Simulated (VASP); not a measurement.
Here is a VASP 6.6.1 calculation.

File INCAR:

```
PREC = Accurate ; ENCUT = 520
EDIFF = 1E-7 ; ISMEAR = 1
SIGMA = 0.5 ; LREAL = False
LASPH = True ; NELM = 60
ALGO = Normal ; ISIF = 2
LWAVE = False ; LCHARG = False
GGA = PS ; NBANDS = 15
```

File KPOINTS:

```
regular mesh
0
Gamma
  4 4 4
```

Contents of POSCAR:

```
KBr
1.0
    0.0000000000      3.6882992926      3.6882992926
    3.6882992926      0.0000000000      3.6882992926
    3.6882992926      3.6882992926      0.0000000000
K Br
1 1
Direct
    0.0000000000      0.0000000000      0.0000000000
    0.2500000000      0.2500000000      0.2500000000
```

Potentials or basis: VASP PAW PBE potentials, release 64 (K_sv, Br).

Run with:

```bash
$ cat potpaw_PBE.64/K_sv/POTCAR potpaw_PBE.64/Br/POTCAR > POTCAR
$ mpirun -np 1 vasp_std > vasp.out
```

(1) Estimate the band gap on the k mesh.

(2) Estimate the pressure.

Results:

(1) 4.30 eV (least direct gap 4.31 eV).

(2) -0.3 GPa.

Caveat: the PAW data sets were made with another functional, which shifts forces and pressure a little.
